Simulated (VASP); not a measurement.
A run of VASP 6.6.1 is set up as follows.

POSCAR

```
Ti
1.0
    0.0000000000     -3.2517897414      0.0000000000
   -3.2517897414      0.0000000000      0.0000000000
    0.0000000000      0.0000000000     -3.2517897414
Ti
2
Direct
    0.5000000000      0.5000000000      0.5000000000
    0.0000000000      0.0000000000      0.0000000000
```

Contents of INCAR.step1:

```
PREC     = Accurate       # precision mode
ENCUT    = 520            # plane-wave cutoff, eV
ISMEAR   = 0              # smearing method
SIGMA    = 0.15           # smearing width, eV
LREAL    = F              # projectors in reciprocal space
LASPH    = T              # aspherical terms in the spheres
NELM     = 100            # most SCF steps
NBANDS   = 19             # bands
GGA      = PE             # functional
ALGO     = Normal         # electronic algorithm
EDIFF    = 1E-4           # SCF threshold, eV
LWAVE    = T              # write WAVECAR
LCHARG   = F              # write CHGCAR
```

INCAR.step2

```
PREC     = Accurate       # precision mode
ENCUT    = 520            # plane-wave cutoff, eV
EDIFF    = 1E-7           # SCF threshold, eV
ISMEAR   = 0              # smearing method
SIGMA    = 0.15           # smearing width, eV
LREAL    = F              # projectors in reciprocal space
LASPH    = T              # aspherical terms in the spheres
NELM     = 100            # most SCF steps
ALGO     = Normal         # electronic algorithm
ISIF     = 2              # what is computed and relaxed
LWAVE    = F              # write WAVECAR
LCHARG   = F              # write CHGCAR
METAGGA  = R2SCAN         # meta-GGA
LMIXTAU  = T            
NBANDS   = 19             # bands
ISTART   = 1
```

File KPOINTS:

```
Automatic mesh
0
Gamma
  18 18 18
```

Potentials or basis: VASP PAW PBE potentials, release 64 (Ti_sv).

Command:

```sh
$ cat potpaw_PBE.64/Ti_sv/POTCAR > POTCAR
$ cp INCAR.step1 INCAR
$ mpirun -np 1 vasp_std > vasp.out
$ cp INCAR.step2 INCAR
$ mpirun -np 1 vasp_std > vasp.out
```

(1) What does it give for the band gap on the k mesh?

(2) Estimate the pressure.

Answers

(1) zero (bands 12 and 13 overlap by 1.83 eV).

(2) 0.5 GPa.

Caveat: the PAW data sets were made with another functional, which shifts forces and pressure a little.
